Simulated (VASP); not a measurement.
Here is a VASP 6.6.1 calculation.

INCAR

```
ALGO = Normal ; EDIFF = 1E-7
ENCUT = 520 ; GGA = PE
ISIF = 2 ; ISMEAR = 0
LASPH = T ; LCHARG = F
LREAL = F ; LWAVE = F
NBANDS = 16 ; NELM = 60
PREC = Accurate ; SIGMA = 0.01
```

Contents of KPOINTS:

```
k-points
0
Gamma
  10 10 10
```

The input POSCAR:

```
GaN
1.0
    0.0000000000      2.2742384940      2.2742384940
    2.2742384940      0.0000000000      2.2742384940
    2.2742384940      2.2742384940      0.0000000000
Ga N
1 1
Direct
    0.0000000000      0.0000000000      0.0000000000
    0.7500000000      0.7500000000      0.7500000000
```

Potentials or basis: VASP PAW PBE potentials, release 64 (Ga_d, N).

The run is started by

```sh
$ cat potpaw_PBE.64/Ga_d/POTCAR potpaw_PBE.64/N/POTCAR > POTCAR
$ mpirun -np 1 vasp_std > vasp.out
```

**Question.** Estimate the pressure.

**Answer.** 0.1 GPa.

**Question.** Predict the band gap on the k mesh.

**Answer.** 1.55 eV, direct.

A hybrid or GW would open this gap; PBE tends to underestimate it.
